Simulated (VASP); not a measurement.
A run of VASP 6.6.1 is set up as follows.

Contents of POSCAR:

```
Pd
1.0
   -1.5519312970      1.5519312970      1.5519312970
    1.5519312970     -1.5519312970      1.5519312970
    1.5519312970      1.5519312970     -1.5519312970
Pd
1
Direct
    0.0000000000      0.0000000000      0.0000000000
```

The input INCAR.step1:

```
SYSTEM = Pd
ALGO = Normal ; EDIFF = 1E-5
ENCUT = 520 ; GGA = PE
ISIF = 2 ; ISMEAR = -1
LASPH = .True. ; LCHARG = .False.
LREAL = .False. ; LWAVE = .True.
NBANDS = 11 ; NELM = 100
PREC = Accurate ; SIGMA = 0.05
```

Contents of INCAR.step2:

```
SYSTEM = Pd
AEXX = 0.25 ; ALGO = Normal
EDIFF = 1E-6 ; ENCUT = 520
GGA = PE ; HFSCREEN = 0.3
ISIF = 2 ; ISMEAR = -1
ISTART = 1 ; LASPH = .True.
LCHARG = .False. ; LHFCALC = .True.
LREAL = .False. ; LWAVE = .False.
NBANDS = 11 ; NELM = 100
PREC = Accurate ; PRECFOCK = Normal
SIGMA = 0.05
```

File KPOINTS:

```
k-points
0
Gamma
  6 6 6
  0 0 0
```

Potentials or basis: VASP PAW PBE potentials, release 64 (Pd).

Command:

```console
$ cat potpaw_PBE.64/Pd/POTCAR > POTCAR
$ cp INCAR.step1 INCAR
$ mpirun -np 1 vasp_std > vasp.out
$ cp INCAR.step2 INCAR
$ mpirun -np 1 vasp_std > vasp.out
```

(1) Estimate the band gap on the k mesh.

(2) What does it give for the pressure?

Results:

(1) zero (bands 5 and 6 overlap by 2.13 eV).

(2) 0.4 GPa.

Caveat: the k points lie up to 0.48 Å⁻¹ apart, too coarse for converged energies and pressures of a metal; the PAW data sets were made with another functional, which shifts forces and pressure a little.
